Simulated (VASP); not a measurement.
# NaCl (l): relaxation of cell and atoms with LDA

NaCl (l):

```xyz
2
Lattice="0.0000 2.7941 2.7941 2.7941 0.0000 2.7941 2.7941 2.7941 0.0000" Properties=species:S:1:pos:R:3 pbc="T T T"
Na    0.0000    0.0000    0.0000
Cl    2.7941    2.7941    2.7941
```

```yaml
Program: VASP 6.6.1
Task: relaxation of cell and atoms
Functional: LDA
Potentials_or_basis: VASP PAW LDA potentials, release 64 (Na_pv, Cl)
Cutoff: 500 eV
k_mesh: 8 × 8 × 8
Occupations: gaussian, width 0.02 eV
Spin: no spin polarisation
Dipole_correction: no
Further_INCAR_settings: ALGO = Normal; EDIFF = 1e-07; IBRION = 2; EDIFFG = -0.002; NSW = 100; ISIF = 3
```

```yaml
Relaxed_volume: 20.39 Å³/atom
Relaxed_cell: a = 3.864 Å, b = 3.864 Å, c = 3.864 Å, α = 60.00°, β = 60.00°, γ = 60.00°
Space_group_after_relaxing_to_0.05_Å: Fm-3m (No. 225)
Energy_gained_by_relaxing: 8.9 meV/atom
Ionic_steps: 4
Pressure_after_relaxing: 0.0 GPa
Band_gap_on_the_k_mesh: 5.08 eV, direct
```

Step by step:
```tsv
step	energy change (eV)	largest force (eV/Å)	pressure (GPa)	volume (Å³)
1	0.0000	0.0000	-1.88	43.63
2	-0.0141	0.0000	-0.92	42.03
3	-0.0178	0.0000	-0.06	40.86
4	-0.0178	0.0000	0.00	40.78
```

Final structure:
```xyz
2
Lattice="0.0000 2.7320 2.7320 2.7320 0.0000 2.7320 2.7320 2.7320 0.0000" Properties=species:S:1:pos:R:3 pbc="T T T"
Na    2.7320    5.4640    2.7320
Cl    2.7320    2.7320    2.7320
```

Levels at points of the mesh, in eV from the valence-band top:
| k point | band 3 | band 4 | band 5 | band 6 | band 7 | band 8 | band 9 | band 10 | band 11 |
| --- | --- | --- | --- | --- | --- | --- | --- | --- | --- |
| (0.00, 0.00, 0.00) | -20.63 | -12.82 | 0.00 | 0.00 | 0.00 | 5.08 | 10.93 | 10.93 | 10.93 |
| (0.50, 0.00, 0.00) | -20.63 | -12.35 | -2.34 | -0.33 | -0.33 | 7.05 | 10.90 | 10.90 | 11.05 |
| (0.50, 0.50, 0.00) | -20.64 | -12.30 | -2.01 | -0.72 | -0.72 | 7.44 | 7.63 | 11.63 | 15.19 |

Run time: 19 s on 1 thread of Intel(R) Xeon(R) Platinum 8488C (Sapphire Rapids) (shared host), peak memory 0.14 GiB.
